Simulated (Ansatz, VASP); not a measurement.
Two plane-wave programs on Ga2O3

```
CELL_PARAMETERS angstrom
2.49973 1.44322 4.50032
-2.49973 1.44322 4.50032
0.00000 -2.88643 4.50032
ATOMIC_POSITIONS crystal
Ga 0.85596 0.85596 0.85596
Ga 0.64404 0.64404 0.64404
Ga 0.14404 0.14404 0.14404
Ga 0.35596 0.35596 0.35596
O 0.05260 0.44740 0.75000
O 0.75000 0.05260 0.44740
O 0.44740 0.75000 0.05260
O 0.94740 0.55260 0.25000
O 0.25000 0.94740 0.55260
O 0.55260 0.25000 0.94740
```

Alike in both runs: task single point; functional PBEsol; k mesh 6 × 6 × 6; occupations gaussian, width 0.1 eV; no spin polarisation.

|  | VASP | Ansatz |
| --- | --- | --- |
| version | VASP 6.6.1 | Ansatz 0.2.0 |
| potentials or method | VASP PAW PBE potentials, release 64 (Ga_d, O), cutoff 520 eV | scalar-relativistic, plane waves, PAW |
| valence electrons in the cell | 88 | 88 |

```csv
,VASP,Ansatz,Ansatz less VASP
gap on the k mesh at the Fermi level (eV),2.66,2.66,-0.001
least direct gap on the mesh (eV),2.91,2.91,-0.002
pressure (GPa),0.0,-0.6,-0.67
"traceless stress, the component that is largest in VASP (GPa)",-0.82,-0.80,+0.019
rms of the force components (eV/Å),0.014,0.022,+0.0080
```

VASP's potentials were made for PBE, not for PBEsol, and Ansatz warns of the same on its side. Atom by atom the forces differ by 0.011 eV/Å (rms over components).
